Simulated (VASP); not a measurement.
HgTe, 2 atoms in the cell. The structure is cubic, space group Fm-3m (No. 225). Conventional cell: a = 6.087 Å, b = 6.087 Å, c = 6.087 Å, α = 90.00°, β = 90.00°, γ = 90.00°. Within 4.0 Å of Hg (site symmetry m-3m) lie 6 Te at 3.04 Å. Te (site symmetry m-3m) has 6 Hg at 3.04 Å within 4.0 Å. 

* Program: VASP 6.6.1
* Task: single point
* Functional: HSE06
* Potentials or basis: VASP PAW PBE potentials, release 64 (Hg, Te)
* Cutoff: 520 eV
* k mesh: 4 × 4 × 4
* Occupations: fermi-dirac, width 0.02 eV
* Spin: no spin polarisation
* Dipole correction: no
* Grid for exact exchange (PRECFOCK): Normal
* Further INCAR settings: ALGO = Normal; EDIFF = 1e-06; NBANDS = 16
* Share of exact exchange: 0.25
* Screening parameter: 0.2079 1/Å

Potentials or basis: VASP PAW PBE potentials, release 64 (Hg, Te).

Launch:

```console
$ cat potpaw_PBE.64/Hg/POTCAR potpaw_PBE.64/Te/POTCAR > POTCAR
$ cp INCAR.step1 INCAR
$ mpirun -np 1 vasp_std > vasp.out
$ cp INCAR.step2 INCAR
$ mpirun -np 1 vasp_std > vasp.out
```

Hardware: 1 thread of Intel(R) Xeon(R) Platinum 8488C (Sapphire Rapids), on a shared host.

Problem. Estimate the wall time of this run.

Solution. It took 10 min on 1 thread of Intel(R) Xeon(R) Platinum 8488C (Sapphire Rapids), with other jobs on the host, peak memory 0.3 GiB. Counts: k points 8.
